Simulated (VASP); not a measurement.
Write the native input for VASP 6.6.1 that does the following.

- Task: single point
- Functional: LDA
- Potentials or basis: VASP PAW LDA potentials, release 64 (W_sv, C)
- Cutoff: 520 eV
- k mesh: 10 × 10 × 10
- Occupations: fermi-dirac, width 0.05 eV
- Spin: no spin polarisation
- Dipole correction: no
- Further INCAR settings: ALGO = Normal; EDIFF = 1e-07; NBANDS = 16

The structure of WC lies in POSCAR:

```
WC
1.0
    0.0000000000      2.2356887219      2.2356887219
    2.2356887219      0.0000000000      2.2356887219
    2.2356887219      2.2356887219      0.0000000000
W C
1 1
Direct
    0.0000000000      0.0000000000      0.0000000000
    0.5000000000      0.5000000000      0.5000000000
```

This cell differs from its parent crystal: volume scaled by 1.06.

The input as run:

INCAR

```
ALGO = Normal
EDIFF = 1E-7
ENCUT = 520
GGA = CA
ISIF = 2
ISMEAR = -1
LASPH = True
LCHARG = True
LELF = True
LREAL = False
LVHAR = True
LWAVE = False
NBANDS = 16
NELM = 60
PREC = Accurate
SIGMA = 0.05
```

KPOINTS

```
k-points
0
Gamma
  10 10 10
```

Potentials or basis: VASP PAW LDA potentials, release 64 (W_sv, C).

The run is started by

```console
$ cat potpaw_LDA.64/W_sv/POTCAR potpaw_LDA.64/C/POTCAR > POTCAR
$ mpirun -np 1 vasp_std > vasp.out
```

Results of the run:

| Quantity | Value |
| --- | --- |
| Pressure | -31.5 GPa |
| Band gap on the k mesh | zero (band 9 reaches 12.30 eV, above the bottom of band 10 at 9.42 eV) |

Caveat: spin-orbit coupling is left out, which moves the levels of the heavy elements.

It took 8.7 s on 1 thread of Intel(R) Xeon(R) Platinum 8259CL CPU @ 2.50GHz (Skylake/Cascade Lake) (shared host), peak memory 0.14 GiB.
